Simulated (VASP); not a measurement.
Wanted: the native input for a VASP 6.6.1 run.

| Quantity | Value |
| --- | --- |
| Task | relaxation of cell and atoms |
| Functional | PBE |
| Potentials or basis | VASP PAW PBE potentials, release 64 (Sr_sv, Ti_sv, O) |
| Cutoff | 600 eV |
| k mesh | 8 × 8 × 8 |
| Occupations | gaussian, width 0.02 eV |
| Spin | no spin polarisation |
| Dipole correction | no |
| Further INCAR settings | ALGO = Normal; EDIFF = 1e-07; IBRION = 2; EDIFFG = -0.01; NSW = 100; ISIF = 3 |

The structure of SrTiO3 lies in POSCAR:

```
SrTiO3
1.0
    3.9127013100      0.0000000000      0.0000000000
    0.0000000000      3.9127013100      0.0000000000
    0.0000000000      0.0000000000      3.9127013100
Sr Ti O
1 1 3
Direct
    0.0000000000      0.0000000000      0.0000000000
    0.5000000000      0.5000000000      0.5000000000
    0.5000000000      0.0000000000      0.5000000000
    0.5000000000      0.5000000000      0.0000000000
    0.0000000000      0.5000000000      0.5000000000
```

These files were run (other wordings do the same):

INCAR

```
SYSTEM = SrTiO3
PREC = Accurate
ENCUT = 600
EDIFF = 1E-7
ISMEAR = 0
SIGMA = 0.02
LREAL = .False.
LASPH = .True.
NELM = 60
ALGO = Normal
ISIF = 3
LWAVE = .False.
LCHARG = .False.
GGA = PE
IBRION = 2
NSW = 100
EDIFFG = -0.01
```

KPOINTS

```
regular mesh
0
Gamma
  8 8 8
  0 0 0
```

Potentials or basis: VASP PAW PBE potentials, release 64 (Sr_sv, Ti_sv, O).

The run is started by

```bash
$ cat potpaw_PBE.64/Sr_sv/POTCAR potpaw_PBE.64/Ti_sv/POTCAR potpaw_PBE.64/O/POTCAR > POTCAR
$ mpirun -np 1 vasp_std > vasp.out
```

Results of the run:

```json
{
  "Relaxed volume": "12.23 Å³/atom",
  "Relaxed cell": "a = 3.940 Å, b = 3.940 Å, c = 3.940 Å, α = 90.00°, β = 90.00°, γ = 90.00°",
  "Space group after relaxing (to 0.1 Å)": "Pm-3m (No. 221)",
  "Energy gained by relaxing": "2.8 meV/atom",
  "Ionic steps": "3",
  "Pressure after relaxing": "0.0 GPa",
  "Band gap on the k mesh": "1.81 eV (least direct gap 2.18 eV)"
}
```

It took 68 s on 1 thread of Intel(R) Xeon(R) 6975P-C (Granite Rapids) (shared host), peak memory 0.22 GiB.
